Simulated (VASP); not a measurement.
Here is a VASP 6.6.1 calculation.

File INCAR:

```
PREC = Accurate
ENCUT = 600
EDIFF = 1E-6
ISMEAR = -1
SIGMA = 0.02
LREAL = False
LASPH = True
NELM = 80
ALGO = Normal
ISIF = 3
LWAVE = False
LCHARG = False
GGA = PS
IBRION = 2
NSW = 80
EDIFFG = -0.01
```

Contents of KPOINTS:

```
Automatic mesh
0
Gamma
  10 10 10
```

POSCAR

```
BP
1.0
    0.0000000000      2.2690000000      2.2690000000
    2.2690000000      0.0000000000      2.2690000000
    2.2690000000      2.2690000000      0.0000000000
B P
1 1
Direct
    0.0000000000      0.0000000000      0.0000000000
    0.2500000000      0.2500000000      0.2500000000
```

Potentials or basis: VASP PAW PBE potentials, release 64 (B, P).

Launch:

```sh
$ cat potpaw_PBE.64/B/POTCAR potpaw_PBE.64/P/POTCAR > POTCAR
$ mpirun -np 1 vasp_std > vasp.out
```

Q: Predict the relaxed volume.

A: 11.55 Å³/atom.

Q: Predict the relaxed cell.

A: a = 3.197 Å, b = 3.197 Å, c = 3.197 Å, α = 60.00°, β = 60.00°, γ = 60.00°.

Final structure:
```cif
data_structure
_symmetry_space_group_name_H-M 'P 1'
_symmetry_Int_Tables_number 1
_cell_length_a 3.1969
_cell_length_b 3.1969
_cell_length_c 3.1969
_cell_angle_alpha 60.000
_cell_angle_beta 60.000
_cell_angle_gamma 60.000
_cell_volume 23.10
loop_
_atom_site_label
_atom_site_type_symbol
_atom_site_fract_x
_atom_site_fract_y
_atom_site_fract_z
_atom_site_occupancy
B1 B 0.00000 0.00000 0.00000 1
P1 P 0.25000 0.25000 0.25000 1
```

Caveat: the PAW data sets were made with another functional, which shifts forces and pressure a little.
